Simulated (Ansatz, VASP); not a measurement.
**Two plane-wave programs on HfO2**

```
CELL_PARAMETERS angstrom
5.08032 0.00000 0.00000
0.00000 5.16487 0.00000
0.00000 0.00000 4.89088
ATOMIC_POSITIONS crystal
Hf 0.22259 0.78180 0.27207
Hf 0.72259 0.71820 0.72793
Hf 0.77741 0.21820 0.27207
Hf 0.27741 0.28180 0.72793
O 0.18682 0.16365 0.10453
O 0.68682 0.33635 0.89547
O 0.81318 0.83635 0.10453
O 0.31318 0.66365 0.89547
O 0.00000 0.50000 0.48905
O 0.50000 0.00000 0.51095
O 0.00000 0.00000 0.57562
O 0.50000 0.50000 0.42438
```

Alike in both runs: functional r2SCAN; k mesh 4 × 4 × 5; occupations fermi-dirac, width 0.05 eV; no spin polarisation.

```csv
,VASP,Ansatz
version,VASP 6.6.1,Ansatz 0.2.0
potentials or method,"VASP PAW PBE potentials, release 64 (Hf_pv, O)",Ansatz PAW
plane-wave cutoff (eV),520,500
valence electrons in the cell,88,152
task,single point,band structure
```

Ansatz gave:

```
gap on the k mesh at the Fermi level (eV)                     : 4.46
least direct gap on the mesh (eV)                             : 4.46
pressure (GPa)                                                : 4.0
traceless stress, the component that is largest in VASP (GPa) : -0.29
rms of the force components (eV/Å)                            : 0.042
```

Problem. Estimate VASP's values.

Solution. gap on the k mesh at the Fermi level (eV): 4.42; least direct gap on the mesh (eV): 4.42; pressure (GPa): 0.3; traceless stress, the component that is largest in VASP (GPa): -0.02; rms of the force components (eV/Å): 0.007.

VASP's potentials were made for PBE, not for r2SCAN. Atom by atom the forces differ by 0.044 eV/Å (rms over components). The functional is the same, so the differences come from potentials, cutoffs and numerics. VASP's potentials hold 88 valence electrons a cell and Ansatz's 152, so a difference there can come from the potentials and not from the codes.

Neither program's run includes spin-orbit coupling. Noted on Ansatz's run: the k mesh misses the band edges, so the gap on the mesh is wider than the one along the path.
